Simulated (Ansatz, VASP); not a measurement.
Given: the input of a run of VASP 6.6.1 on Al.

Contents of INCAR:

```
PREC = Accurate
ENCUT = 520
EDIFF = 1E-6
ISMEAR = -5
SIGMA = 0.05
LREAL = F
LASPH = T
NELM = 60
ALGO = Normal
ISIF = 2
LWAVE = F
LCHARG = F
GGA = RP
IVDW = 12
NBANDS = 8
```

File KPOINTS:

```
regular mesh
0
Gamma
  11 11 11
```

Contents of POSCAR:

```
Al
1.0
    0.0000000000      2.0645171409      2.0645171409
    2.0645171409      0.0000000000      2.0645171409
    2.0645171409      2.0645171409      0.0000000000
Al
1
Direct
    0.0000000000      0.0000000000      0.0000000000
```

Potentials or basis: VASP PAW PBE potentials, release 64 (Al).

Run with:

```console
$ cat potpaw_PBE.64/Al/POTCAR > POTCAR
$ mpirun -np 1 vasp_std > vasp.out
```

Question: Translate it to Ansatz 0.2.0. Potentials there: all-electron LAPW, scalar-relativistic.

Answer: As run (the cutoff follows the program's own potentials):

File input.yaml:

```yaml
crystal:
  lattice:
    - [0.0, 2.0645171409, 2.0645171409]
    - [2.0645171409, 0.0, 2.0645171409]
    - [2.0645171409, 2.0645171409, 0.0]
  atoms:
    - { symbol: Al, position: [0.0, 0.0, 0.0] }
kpoints:
  mp_grid: { grid: [11, 11, 11] }
scf:
  occupations: { method: tetrahedron }
hamiltonian:
  xc: rpbe
  dispersion: d3bj
  pseudopotentials: { kind: all_electron, lapw: { basis_error: 0.001 } }
output:
  forces: true
  stress: true
  eigenvalues: true
```

Potentials or basis: all-electron LAPW, scalar-relativistic.

Launch:

```bash
$ ansatz run input.yaml --threads 1 --pin off --max-ram 3072MiB --backend cpu --events-out ev --progress --plain --runs-dir out
```

Both were run:

|  | VASP | Ansatz | Ansatz less VASP |
| --- | --- | --- | --- |
| gap on the k mesh at the Fermi level (eV) | none | none | - |
| pressure (GPa) | -22.3 | -22.1 | +0.20 |

VASP's potentials were made for PBE, not for RPBE. A gap of «none» marks a metal or a gap that the smearing closes. Ansatz ran all-electron here, and VASP with PAW potentials.
